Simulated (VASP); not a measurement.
# Br2 in VASP: further runs

Runs on Br2. Level: PBE. Tasks: single point, relaxation of the atoms.

All numbers are computed with VASP 6.6.1; they aren't measurements. Logs are shortened: lines on timing, memory, paths and dates and some standing lists are left out, and cuts for length are marked.

## Step 1: The cell of the first run

The cell holds a molecule in a box, 2 atoms: a = 13.000 Å, b = 13.300 Å, c = 13.600 Å, α = 90.00°, β = 90.00°, γ = 90.00°.

## Step 2: Single point, PBE

Contents of INCAR:

```
SYSTEM = Br
PREC = Accurate
ENCUT = 520
EDIFF = 1E-6
ISMEAR = 0
SIGMA = 0.01
LREAL = .FALSE.
LASPH = .TRUE.
NELM = 60
ALGO = Normal
ISIF = 2
LWAVE = .FALSE.
LCHARG = .FALSE.
GGA = PE
NBANDS = 14
```

Contents of KPOINTS:

```
Automatic mesh
0
G
  1 1 1
  0 0 0
```

Contents of POSCAR:

```
Br
1.0
   13.0000000000      0.0000000000      0.0000000000
    0.0000000000     13.3000000000      0.0000000000
    0.0000000000      0.0000000000     13.6000000000
Br
2
Direct
    0.4113258079      0.5000000000      0.5000000000
    0.5886741921      0.5000000000      0.5000000000
```

Potentials or basis: VASP PAW PBE potentials, release 64 (Br).

Started as:

```bash
$ cat potpaw_PBE.64/Br/POTCAR > POTCAR
$ mpirun -np 1 vasp_gam > vasp.out
```

OUTCAR:

```text
SYSTEM = Br
   PREC = Accurate
   ENCUT = 520
   EDIFF = 1E-6
   ISMEAR = 0
   LREAL = .FALSE.
   LASPH = .TRUE.
   NELM = 60
   ISIF = 2
   GGA = PE

 ion  position               nearest neighbor table
   1  0.411  0.500  0.500-   2 2.31
   2  0.589  0.500  0.500-   1 2.31

  LATTYP: Found a simple orthorhombic cell.
 ALAT       =    13.0000000000
 B/A-ratio  =     1.0230769231
 C/A-ratio  =     1.0461538462

  Lattice vectors:

 A1 = (  13.0000000000,   0.0000000000,   0.0000000000)
 A2 = (   0.0000000000,  13.3000000000,   0.0000000000)
 A3 = (   0.0000000000,   0.0000000000,  13.6000000000)

Analysis of symmetry for initial positions (statically):
=====================================================================
 Subroutine PRICEL returns:
 Original cell was already a primitive cell.

 Routine SETGRP: Setting up the symmetry group for a
 simple orthorhombic supercell.

 Subroutine GETGRP returns: Found  8 space group operations
 (whereof  8 operations were pure point group operations)
 out of a pool of  8 trial point group operations.

The static configuration has the point symmetry D_2h.

Analysis of symmetry for dynamics (positions and initial velocities):
=====================================================================
 Subroutine PRICEL returns:
 Original cell was already a primitive cell.

 Routine SETGRP: Setting up the symmetry group for a
 simple orthorhombic supercell.

 Subroutine GETGRP returns: Found  8 space group operations
 (whereof  8 operations were pure point group operations)
 out of a pool of  8 trial point group operations.

The dynamic configuration has the point symmetry D_2h.

 Subroutine INISYM returns: Found  8 space group operations
 (whereof  8 operations are pure point group operations),
 and found     1 'primitive' translations

----------------------------------------------------------------------------------------

                                     Primitive cell

  volume of cell :    2351.4400

  direct lattice vectors                    reciprocal lattice vectors
    13.000000000  0.000000000  0.000000000     0.076923077  0.000000000  0.000000000
     0.000000000 13.300000000  0.000000000     0.000000000  0.075187970  0.000000000
     0.000000000  0.000000000 13.600000000     0.000000000  0.000000000  0.073529412

  length of vectors
    13.000000000 13.300000000 13.600000000     0.076923077  0.075187970  0.073529412

  position of ions in fractional coordinates (direct lattice)
     0.411325808  0.500000000  0.500000000
     0.588674192  0.500000000  0.500000000

  ion indices of the primitive-cell ions
   primitive index   ion index
                 1           1
                 2           2

----------------------------------------------------------------------------------------

 KPOINTS: Automatic mesh

Automatic generation of k-mesh.
 Grid dimensions read from file:
 generate k-points for:    1    1    1

 Generating k-lattice:

  Cartesian coordinates                     Fractional coordinates (reciprocal lattice)
     0.076923077  0.000000000  0.000000000     1.000000000  0.000000000  0.000000000
     0.000000000  0.075187970  0.000000000     0.000000000  1.000000000  0.000000000
     0.000000000  0.000000000  0.073529412     0.000000000  0.000000000  1.000000000

  Length of vectors
     0.076923077  0.075187970  0.073529412

  Shift w.r.t. Gamma in fractional coordinates (k-lattice)
     0.000000000  0.000000000  0.000000000

 Subroutine IBZKPT returns following result:
 ===========================================

 Found      1 irreducible k-points:

 Following reciprocal coordinates:
            Coordinates               Weight
  0.000000  0.000000  0.000000      1.000000
   k-points           NKPTS =      1   k-points in BZ     NKDIM =      1   number of bands    NBANDS=     14
   number of dos      NEDOS =    301   number of ions     NIONS =      2
   total plane-waves  NPLWV = ******
   dimension x,y,z NGX =    98 NGY =  100 NGZ =  108
   dimension x,y,z NGXF=   196 NGYF=  200 NGZF=  216
   ions per type =               2
   NGX,Y,Z   is equivalent  to a cutoff of  12.53, 12.50, 13.20 a.u.
   NGXF,Y,Z  is equivalent  to a cutoff of  25.06, 25.00, 26.40 a.u.
 SYSTEM =  Br
   PREC   = accura    normal or accurate (medium, high low for compatibility)
   ISTART =      0    job   : 0-new  1-cont  2-samecut
   ICHARG =      2    charge: 1-file 2-atom 10-const
   ISPIN  =      1    spin polarized calculation?
   LNONCOLLINEAR =      F non collinear calculations
   LSORBIT =      F    spin-orbit coupling
   LASPH  =      T    aspherical Exc in radial PAW
   ENCUT  =  520.0 eV  38.22 Ry    6.18 a.u.  24.17 24.73 25.29*2*pi/ulx,y,z
   NELM   =     60;   NELMIN=  2; NELMDL= -5     # of ELM steps
   EDIFF  = 0.1E-05   stopping-criterion for ELM
   LREAL  =      F    real-space projection
   EDIFFG = 0.1E-04   stopping-criterion for IOM
   NSW    =      0    number of steps for IOM
   IBRION =     -1    ionic relax: 0-MD 1-quasi-New 2-CG
   NFREE  =      0    steps in history (QN), initial steepest desc. (CG)
   ISIF   =      2    stress and relaxation
   ISYM   =      2    0-nonsym 1-usesym 2-fastsym
   POTIM  = 0.5000    time-step for ionic-motion
   TEBEG  =    0.0;   TEEND  =   0.0 temperature during run
   PSTRESS=    0.0 pullay stress
   NELECT =      14.0000    total number of electrons
   NUPDOWN=      -1.0000    fix difference up-down
   EMIN   =  10.00;   EMAX   =-10.00  energy-range for DOS
   EFERMI =   0.00;   METHOD = LEGACY
   ISMEAR =     0;   SIGMA  =   0.01  broadening in eV -4-tet -1-fermi 0-gaus
   EFERMI_NEDOS =   21; number of points for ismear=-14 and -15
   IALGO  =     38    algorithm
   IMIX   =      4    mixing-type and parameters
     AMIX     =   0.40;   BMIX     =  1.00
     AMIX_MAG =   1.60;   BMIX_MAG =  1.00
  volume/ion in A,a.u.               =    1175.72      7934.15
  Fermi-wavevector in a.u.,A,eV,Ry     =   0.296715  0.560710  1.197854  0.088040
  Thomas-Fermi vector in A             =   1.161512
   LORBIT       =      0    0 simple, 1 ext, 2 COOP (PROOUT), +10 PAW based schemes
   GGA     = PE    functional components
   LHFCALC =     F    Hartree Fock is set to
   AEXX    =    0.0000 exact exchange contribution
   IVDW    =     0    specifies the selected vdW correction
   LEPSILON=     F    determine dielectric tensor
   LRPA    =     F    only Hartree local field effects (RPA)
 non-spin polarized calculation
 Gauss-broadening in eV      SIGMA  =   0.01
  energy-cutoff  :      520.00
  volume of cell :     2351.44
 maximum number of plane-waves:     31662
 NGX is ok and might be reduce to    98
   NGX = 49   NGY = 49   NGZ = 51

 number of electron      13.9999995 magnetization

 Free energy of the ion-electron system (eV)
  ---------------------------------------------------
  ext. energy  EPLUGINS =         0.00000000
  ---------------------------------------------------
  free energy    TOTEN  =        -3.02237644 eV

  energy without entropy =       -3.02237644  energy(sigma->0) =       -3.02237644

 E-fermi :  -6.5693     XC(G=0):  -0.5118

 val. band max:       -6.6688373755   @ k =   0.0000   0.0000   0.0000
 cond. band min:      -4.4577522908   @ k =   0.0000   0.0000   0.0000
 fundamental gap:      2.2110850847
 Fermi energy:        -6.5693079156

 k-point     1 :       0.0000    0.0000    0.0000
  band No.  band energies     occupation
      1     -21.8113      2.00000
      2     -19.0165      2.00000
      3     -10.6698      2.00000
      4      -8.6633      2.00000
      5      -8.6633      2.00000
      6      -6.6688      2.00000
      7      -6.6688      2.00000
      8      -4.4578      0.00000
      9      -0.4334      0.00000
     10       0.4937      0.00000
     11       0.5861      0.00000
     12       0.6124      0.00000
     13       0.6388      0.00000
     14       0.7055      0.00000

------------------------ aborting loop because EDIFF is reached ----------------------------------------

  FORCE on cell =-STRESS in cart. coord.  units (eV):
  Direction    XX          YY          ZZ          XY          YZ          ZX
  --------------------------------------------------------------------------------------
  -------------------------------------------------------------------------------------
  Total        0.0276695     -0.0019607     -0.0015630      0.0000000      0.0000000      0.0000000
  in kB        0.0188529     -0.0013359     -0.0010650      0.0000000      0.0000000      0.0000000
  external PRESSURE =       0.0054840 kB  Pullay stress =       0.0000000 kB

 VOLUME and BASIS-vectors are now :
 -----------------------------------------------------------------------------
  energy-cutoff  :      520.00
  volume of cell :     2351.44
      direct lattice vectors                 reciprocal lattice vectors
    13.000000000  0.000000000  0.000000000     0.076923077  0.000000000  0.000000000
     0.000000000 13.300000000  0.000000000     0.000000000  0.075187970  0.000000000
     0.000000000  0.000000000 13.600000000     0.000000000  0.000000000  0.073529412

 POSITION                                       TOTAL-FORCE (eV/Angst)
 -----------------------------------------------------------------------------------
      5.34724      6.65000      6.80000        -0.012173     -0.000000      0.000000
      7.65276      6.65000      6.80000         0.012173      0.000000     -0.000000
 -----------------------------------------------------------------------------------
    total drift:                               -0.000000     -0.000000     -0.000000

  FREE ENERGIE OF THE ION-ELECTRON SYSTEM (eV)
  ---------------------------------------------------
  free  energy   TOTEN  =        -3.0223764359 eV

  energy  without entropy=       -3.0223764359  energy(sigma->0) =       -3.02237644
```

It took 9.2 min on 1 thread of Intel Xeon 8259CL, shared host; peak memory 1.4 GiB.

Results:

```yaml
Free_energy: -3.0224 eV
Largest_force: 0.012 eV/Å
Gap_between_the_frontier_levels: 2.21 eV
```

Forces in eV/Å, atoms in the order of the input:
```
Br  -0.012  0.000  0.000
Br   0.012  0.000  0.000
```

Levels at points of the mesh, in eV from the valence-band top:
| k point | band 5 | band 6 | band 7 | band 8 | band 9 | band 10 |
| --- | --- | --- | --- | --- | --- | --- |
| (0.00, 0.00, 0.00) | -1.99 | 0.00 | 0.00 | 2.21 | 6.24 | 7.16 |

## Step 3: Relaxation of the atoms, PBE

Contents of INCAR:

```
ALGO     = Normal         # electronic algorithm
EDIFF    = 1E-6           # SCF threshold, eV
EDIFFG   = -0.005         # ionic threshold
ENCUT    = 520            # plane-wave cutoff, eV
GGA      = PE             # functional
IBRION   = 2              # ionic algorithm
ISIF     = 2              # what is computed and relaxed
ISMEAR   = 0              # smearing method
LASPH    = True           # aspherical terms in the spheres
LCHARG   = False          # write CHGCAR
LREAL    = False          # projectors in reciprocal space
LWAVE    = False          # write WAVECAR
NELM     = 60             # most SCF steps
NSW      = 60             # ionic steps
PREC     = Accurate       # precision mode
SIGMA    = 0.01           # smearing width, eV
```

Contents of KPOINTS:

```
k-points
0
Gamma
  1 1 1
```

Contents of POSCAR:

```
Br
1.0
   13.0000000000      0.0000000000      0.0000000000
    0.0000000000     13.3000000000      0.0000000000
    0.0000000000      0.0000000000     13.6000000000
Br
2
Direct
    0.4111538462      0.5000000000      0.5000000000
    0.5888461538      0.5000000000      0.5000000000
```

Potentials or basis: VASP PAW PBE potentials, release 64 (Br).

Started as:

```bash
$ cat potpaw_PBE.64/Br/POTCAR > POTCAR
$ mpirun -np 1 vasp_gam > vasp.out
```

Run time: 13 min. Hardware: 1 thread of Intel Xeon 8259CL, shared host; peak memory 1.4 GiB.

Results (log left out):

* Free energy: -3.0224 eV
* Energy gained by relaxing: 0.0 meV/atom
* Ionic steps: 3
* Gap between the frontier levels: 2.21 eV

Final structure:
```
CELL_PARAMETERS angstrom
13.00000 0.00000 0.00000
0.00000 13.30000 0.00000
0.00000 0.00000 13.60000
ATOMIC_POSITIONS crystal
Br 0.41129 0.50000 0.50000
Br 0.58871 0.50000 0.50000
```

Levels at points of the mesh, in eV from the valence-band top:
| k point | band 4 | band 5 | band 6 | band 7 | band 8 | band 9 | band 10 | band 11 |
| --- | --- | --- | --- | --- | --- | --- | --- | --- |
| (0.00, 0.00, 0.00) | -1.99 | -1.99 | 0.00 | 0.00 | 2.21 | 6.24 | 7.18 | 7.26 |
